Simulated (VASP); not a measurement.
# BaO (m) (Fm-3m) in VASP: single point with PBEsol

Aim: the single point of BaO (m) with PBEsol.

Program: VASP 6.6.1. These are calculated values, not measurements. Logs are shortened: lines on timing, memory, paths and dates and some standing lists are left out, and cuts for length are marked.

**1. The cell of the first run**

The structure is cubic, space group Fm-3m (No. 225). The conventional cell has a = 5.490 Å, b = 5.490 Å, c = 5.490 Å, α = 90.00°, β = 90.00°, γ = 90.00°. Within 3.6 Å of Ba (site symmetry m-3m) lie 6 O at 2.74 Å. Within 3.6 Å of O (site symmetry m-3m) lie 6 Ba at 2.74 Å.

**2. Single point, PBEsol**

Input file INCAR:

```
SYSTEM = BaO
PREC = Accurate ; ENCUT = 600
EDIFF = 1E-6 ; ISMEAR = 0
SIGMA = 0.02 ; LREAL = .FALSE.
LASPH = .TRUE. ; NELM = 120
ALGO = Normal ; ISIF = 2
LWAVE = .FALSE. ; LCHARG = .FALSE.
GGA = PS ; NBANDS = 15
GGA_COMPAT = .FALSE.
```

Input file KPOINTS:

```
Automatic mesh
0
G
  8 8 8
  0 0 0
```

Input file POSCAR:

```
BaO
1.0
    0.0000000000      2.7449296473      2.7449296473
    2.7449296473      0.0000000000      2.7449296473
    2.7449296473      2.7449296473      0.0000000000
Ba O
1 1
Direct
    0.0000000000      0.0000000000      0.0000000000
    0.5000000000      0.5000000000      0.5000000000
```

Potentials or basis: VASP PAW PBE potentials, release 64 (Ba_sv, O).

The run is started by

```
$ cat potpaw_PBE.64/Ba_sv/POTCAR potpaw_PBE.64/O/POTCAR > POTCAR
$ mpirun -np 1 vasp_std > vasp.out
```

OUTCAR:

```text
SYSTEM = BaO
   PREC = Accurate
   ENCUT = 600
   EDIFF = 1E-6
   ISMEAR = 0
   LREAL = .FALSE.
   LASPH = .TRUE.
   NELM = 120
   ISIF = 2
   GGA = PS

 ion  position               nearest neighbor table
   1  0.000  0.000  0.000-   2 2.74   2 2.74   2 2.74   2 2.74   2 2.74   2 2.74
   2  0.500  0.500  0.500-   1 2.74   1 2.74   1 2.74   1 2.74   1 2.74   1 2.74

  LATTYP: Found a face centered cubic cell.
 ALAT       =     5.4898592946

  Lattice vectors:

 A1 = (   0.0000000000,   2.7449296473,   2.7449296473)
 A2 = (   2.7449296473,   0.0000000000,   2.7449296473)
 A3 = (   2.7449296473,   2.7449296473,   0.0000000000)

Analysis of symmetry for initial positions (statically):
=====================================================================
 Subroutine PRICEL returns:
 Original cell was already a primitive cell.

 Routine SETGRP: Setting up the symmetry group for a
 face centered cubic supercell.

 Subroutine GETGRP returns: Found 48 space group operations
 (whereof 48 operations were pure point group operations)
 out of a pool of 48 trial point group operations.

The static configuration has the point symmetry O_h .

Analysis of symmetry for dynamics (positions and initial velocities):
=====================================================================
 Subroutine PRICEL returns:
 Original cell was already a primitive cell.

 Routine SETGRP: Setting up the symmetry group for a
 face centered cubic supercell.

 Subroutine GETGRP returns: Found 48 space group operations
 (whereof 48 operations were pure point group operations)
 out of a pool of 48 trial point group operations.

The dynamic configuration has the point symmetry O_h .

 Subroutine INISYM returns: Found 48 space group operations
 (whereof 48 operations are pure point group operations),
 and found     1 'primitive' translations

----------------------------------------------------------------------------------------

                                     Primitive cell

  volume of cell :      41.3641

  direct lattice vectors                    reciprocal lattice vectors
     0.000000000  2.744929647  2.744929647    -0.182154031  0.182154031  0.182154031
     2.744929647  0.000000000  2.744929647     0.182154031 -0.182154031  0.182154031
     2.744929647  2.744929647  0.000000000     0.182154031  0.182154031 -0.182154031

  length of vectors
     3.881916735  3.881916735  3.881916735     0.315500036  0.315500036  0.315500036

  position of ions in fractional coordinates (direct lattice)
     0.000000000  0.000000000  0.000000000
     0.500000000  0.500000000  0.500000000

  ion indices of the primitive-cell ions
   primitive index   ion index
                 1           1
                 2           2

----------------------------------------------------------------------------------------

 KPOINTS: Automatic mesh

Automatic generation of k-mesh.
 Grid dimensions read from file:
 generate k-points for:    8    8    8

 Generating k-lattice:

  Cartesian coordinates                     Fractional coordinates (reciprocal lattice)
    -0.022769254  0.022769254  0.022769254     0.125000000  0.000000000  0.000000000
     0.022769254 -0.022769254  0.022769254     0.000000000  0.125000000  0.000000000
     0.022769254  0.022769254 -0.022769254     0.000000000  0.000000000  0.125000000

  Length of vectors
     0.039437505  0.039437505  0.039437505

  Shift w.r.t. Gamma in fractional coordinates (k-lattice)
     0.000000000  0.000000000  0.000000000

 Subroutine IBZKPT returns following result:
 ===========================================

 Found     29 irreducible k-points:

 Following reciprocal coordinates:
            Coordinates               Weight
  0.000000  0.000000  0.000000      1.000000
  0.125000  0.000000  0.000000      8.000000
  0.250000  0.000000  0.000000      8.000000
  0.375000  0.000000  0.000000      8.000000
  0.500000  0.000000  0.000000      4.000000
  0.125000  0.125000  0.000000      6.000000
[... 16 lines left out ...]
  0.500000  0.250000  0.125000     48.000000
 -0.375000  0.250000  0.125000     24.000000
 [... further k-points ...]
   k-points           NKPTS =     29   k-points in BZ     NKDIM =     29   number of bands    NBANDS=     15
   number of dos      NEDOS =    301   number of ions     NIONS =      2
   total plane-waves  NPLWV =  32768
   dimension x,y,z NGX =    32 NGY =   32 NGZ =   32
   dimension x,y,z NGXF=    64 NGYF=   64 NGZF=   64
   ions per type =               1   1
   NGX,Y,Z   is equivalent  to a cutoff of  13.70, 13.70, 13.70 a.u.
   NGXF,Y,Z  is equivalent  to a cutoff of  27.41, 27.41, 27.41 a.u.
 SYSTEM =  BaO
   PREC   = accura    normal or accurate (medium, high low for compatibility)
   ISTART =      0    job   : 0-new  1-cont  2-samecut
   ICHARG =      2    charge: 1-file 2-atom 10-const
   ISPIN  =      1    spin polarized calculation?
   LNONCOLLINEAR =      F non collinear calculations
   LSORBIT =      F    spin-orbit coupling
   LASPH  =      T    aspherical Exc in radial PAW
   ENCUT  =  600.0 eV  44.10 Ry    6.64 a.u.   7.75  7.75  7.75*2*pi/ulx,y,z
   NELM   =    120;   NELMIN=  2; NELMDL= -5     # of ELM steps
   EDIFF  = 0.1E-05   stopping-criterion for ELM
   LREAL  =      F    real-space projection
   EDIFFG = 0.1E-04   stopping-criterion for IOM
   NSW    =      0    number of steps for IOM
   IBRION =     -1    ionic relax: 0-MD 1-quasi-New 2-CG
   NFREE  =      0    steps in history (QN), initial steepest desc. (CG)
   ISIF   =      2    stress and relaxation
   ISYM   =      2    0-nonsym 1-usesym 2-fastsym
   POTIM  = 0.5000    time-step for ionic-motion
   TEBEG  =    0.0;   TEEND  =   0.0 temperature during run
   PSTRESS=    0.0 pullay stress
   NELECT =      16.0000    total number of electrons
   NUPDOWN=      -1.0000    fix difference up-down
   EMIN   =  10.00;   EMAX   =-10.00  energy-range for DOS
   EFERMI =   0.00;   METHOD = LEGACY
   ISMEAR =     0;   SIGMA  =   0.02  broadening in eV -4-tet -1-fermi 0-gaus
   EFERMI_NEDOS =   21; number of points for ismear=-14 and -15
   IALGO  =     38    algorithm
   IMIX   =      4    mixing-type and parameters
     AMIX     =   0.40;   BMIX     =  1.00
     AMIX_MAG =   1.60;   BMIX_MAG =  1.00
  volume/ion in A,a.u.               =      20.68       139.57
  Fermi-wavevector in a.u.,A,eV,Ry     =   1.192816  2.254096 19.358519  1.422811
  Thomas-Fermi vector in A             =   2.328846
   LORBIT       =      0    0 simple, 1 ext, 2 COOP (PROOUT), +10 PAW based schemes
   GGA     = PS    functional components
   LHFCALC =     F    Hartree Fock is set to
   AEXX    =    0.0000 exact exchange contribution
   IVDW    =     0    specifies the selected vdW correction
   LEPSILON=     F    determine dielectric tensor
   LRPA    =     F    only Hartree local field effects (RPA)
 non-spin polarized calculation
 Gauss-broadening in eV      SIGMA  =   0.02
  energy-cutoff  :      600.00
  volume of cell :       41.36
 maximum number of plane-waves:      1411
   NGX = 15   NGY = 15   NGZ = 15

 number of electron      15.9999997 magnetization

 Free energy of the ion-electron system (eV)
  ---------------------------------------------------
  ext. energy  EPLUGINS =         0.00000000
  ---------------------------------------------------
  free energy    TOTEN  =       -12.39486524 eV

  energy without entropy =      -12.39486524  energy(sigma->0) =      -12.39486524

 E-fermi :   2.0476     XC(G=0):  -9.9793

 val. band max:        1.8987034511   @ k =   0.5000   0.5000   0.0000
 cond. band min:       3.6678143749   @ k =   0.5000   0.5000   0.0000
 fundamental gap:      1.7691109238
 Fermi energy:         2.0476185030

 k-point     1 :       0.0000    0.0000    0.0000
  band No.  band energies     occupation
      1     -23.9533      2.00000
      2     -13.1142      2.00000
      3      -8.3873      2.00000
      4      -8.3873      2.00000
      5      -8.3873      2.00000
      6       1.4715      2.00000
      7       1.4715      2.00000
      8       1.4715      2.00000
      9       5.3733      0.00000
     10       6.5091      0.00000
     11       6.5091      0.00000
     12       6.5091      0.00000
     13       8.8656      0.00000
     14       8.8656      0.00000
     15      11.6645      0.00000

 k-point     2 :       0.1250    0.0000    0.0000
  band No.  band energies     occupation
      1     -23.9121      2.00000
      2     -13.2332      2.00000
      3      -8.4256      2.00000
      4      -8.4069      2.00000
      5      -8.4069      2.00000
      6       1.1152      2.00000
      7       1.2576      2.00000
      8       1.2576      2.00000
      9       6.0276      0.00000
     10       6.3832      0.00000
     11       6.8113      0.00000
     12       6.8113      0.00000
     13       9.2876      0.00000
     14       9.2876      0.00000
     15      12.6717      0.00000

 k-point     3 :       0.2500    0.0000    0.0000
  band No.  band energies     occupation
      1     -23.8100      2.00000
      2     -13.5213      2.00000
      3      -8.5109      2.00000
      4      -8.4530      2.00000
      5      -8.4530      2.00000
      6       0.4543      2.00000
      7       0.8039      2.00000
      8       0.8039      2.00000
      9       6.2715      0.00000
     10       7.6312      0.00000
     11       7.6312      0.00000
     12       7.6702      0.00000
     13      10.3288      0.00000
     14      10.3288      0.00000
     15      14.8498      0.00000

 k-point     4 :       0.3750    0.0000    0.0000
  band No.  band energies     occupation
      1     -23.7037      2.00000
      2     -13.8105      2.00000
      3      -8.5872      2.00000
      4      -8.4975      2.00000
      5      -8.4975      2.00000
      6      -0.0742      2.00000
      7       0.4135      2.00000
      8       0.4135      2.00000
      9       6.5681      0.00000
     10       8.6311      0.00000
     11       8.6311      0.00000
     12       9.3115      0.00000
     13      11.6393      0.00000
     14      11.6393      0.00000
     15      15.8804      0.00000
[... 307 lines left out ...]
 k-point    22 :       0.3750    0.2500    0.1250
  band No.  band energies     occupation
      1     -23.7364      2.00000
      2     -13.5653      2.00000
      3      -8.8583      2.00000
      4      -8.6517      2.00000
      5      -8.5414      2.00000
      6       0.3214      2.00000
      7       0.7851      2.00000
      8       1.4365      2.00000
      9       5.3894      0.00000
     10       7.5817      0.00000
     11       8.5467      0.00000
     12       8.9269      0.00000
     13      10.6078      0.00000
     14      11.3365      0.00000
     15      16.3554      0.00000

 k-point    23 :       0.5000    0.2500    0.1250
  band No.  band energies     occupation
      1     -23.6524      2.00000
      2     -13.6948      2.00000
      3      -9.0608      2.00000
      4      -8.9113      2.00000
      5      -8.5132      2.00000
      6       0.3281      2.00000
      7       0.5997      2.00000
      8       1.2726      2.00000
      9       5.9211      0.00000
     10       7.8714      0.00000
     11       9.3355      0.00000
     12       9.4702      0.00000
     13      11.5622      0.00000
     14      13.0251      0.00000
     15      14.7432      0.00000

 k-point    24 :      -0.3750    0.2500    0.1250
  band No.  band energies     occupation
      1     -23.6169      2.00000
      2     -13.7498      2.00000
      3      -9.0811      2.00000
      4      -9.0762      2.00000
      5      -8.5024      2.00000
      6       0.2134      2.00000
      7       0.8799      2.00000
      8       0.9446      2.00000
      9       6.6826      0.00000
     10       7.2990      0.00000
     11       9.8428      0.00000
     12       9.8614      0.00000
     13      12.1593      0.00000
     14      13.7704      0.00000
     15      14.1179      0.00000

 [... further k-points ...]
[... 5 lines left out ...]
  --------------------------------------------------------------------------------------
  -------------------------------------------------------------------------------------
  Total        0.4744384      0.4744384      0.4744384      0.0000000      0.0000000      0.0000000
  in kB       18.3766697     18.3766697     18.3766697      0.0000000      0.0000000      0.0000000
  external PRESSURE =      18.3766697 kB  Pullay stress =       0.0000000 kB

 VOLUME and BASIS-vectors are now :
 -----------------------------------------------------------------------------
  energy-cutoff  :      600.00
  volume of cell :       41.36
      direct lattice vectors                 reciprocal lattice vectors
     0.000000000  2.744929647  2.744929647    -0.182154031  0.182154031  0.182154031
     2.744929647  0.000000000  2.744929647     0.182154031 -0.182154031  0.182154031
     2.744929647  2.744929647  0.000000000     0.182154031  0.182154031 -0.182154031

 POSITION                                       TOTAL-FORCE (eV/Angst)
 -----------------------------------------------------------------------------------
      0.00000      0.00000      0.00000         0.000000      0.000000     -0.000000
      2.74493      2.74493      2.74493        -0.000000     -0.000000      0.000000
 -----------------------------------------------------------------------------------
    total drift:                                0.000000     -0.000000      0.000000

  FREE ENERGIE OF THE ION-ELECTRON SYSTEM (eV)
  ---------------------------------------------------
  free  energy   TOTEN  =       -12.3948652419 eV

  energy  without entropy=      -12.3948652419  energy(sigma->0) =      -12.39486524
```

It took 15 s on 1 thread of AMD EPYC 7R13 (Zen 3), shared host; peak memory 0.16 GiB.

Results:

```yaml
Free_energy: -12.3949 eV
Pressure: 1.8 GPa
Band_gap_on_the_k_mesh: 1.77 eV, direct
```

Levels at points of the mesh, in eV from the valence-band top:
```
           k point  band 5  band 6  band 7  band 8  band 9  band 10  band 11  band 12
(0.00, 0.00, 0.00)  -10.29   -0.43   -0.43   -0.43    3.47     4.61     4.61     4.61
(0.50, 0.00, 0.00)  -10.41   -2.17   -1.63   -1.63    4.88     7.22     7.22     8.15
(0.50, 0.50, 0.00)  -10.93   -0.20   -0.20    0.00    1.77     6.03     9.02     9.38
```

Caveat: the PAW data sets were made with another functional, which shifts forces and pressure a little; spin-orbit coupling is left out, which moves the levels of the heavy elements. A k mesh can miss the band edges.
